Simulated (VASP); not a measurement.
A run of VASP 6.6.1 is set up as follows.

The input INCAR:

```
ALGO = Fast ; EDIFF = 1E-6
ENCUT = 520 ; GGA = CA
ISIF = 2 ; ISMEAR = 0
LASPH = True ; LCHARG = False
LREAL = False ; LWAVE = False
NBANDS = 14 ; NELM = 80
PREC = Accurate ; SIGMA = 0.15
```

KPOINTS

```
k-points
0
Gamma
  20 20 20
```

POSCAR

```
Rh
1.0
   -0.2815552893      1.9521166722      1.8770352617
    1.9521166722     -0.2815552893      1.8770352617
    1.6705613829      1.6705613829      0.0000000000
Rh
1
Direct
    0.0000000000      0.0000000000      0.0000000000
```

Potentials or basis: VASP PAW LDA potentials, release 64 (Rh_pv).

The run is started by

```console
$ cat potpaw_LDA.64/Rh_pv/POTCAR > POTCAR
$ mpirun -np 1 vasp_std > vasp.out
```

Question: What does it give for the band gap on the k mesh?

Answer: Zero (an odd number of electrons rules out a gap without spin polarisation).

Question: Estimate the pressure.

Answer: 5.1 GPa.

Stress tensor (GPa, compression positive):
```
 16.51  41.50   0.00
 41.50  16.51   0.00
  0.00   0.00 -17.68
```

Caveat: the stress differs along the axes, from -18 to 17 GPa.
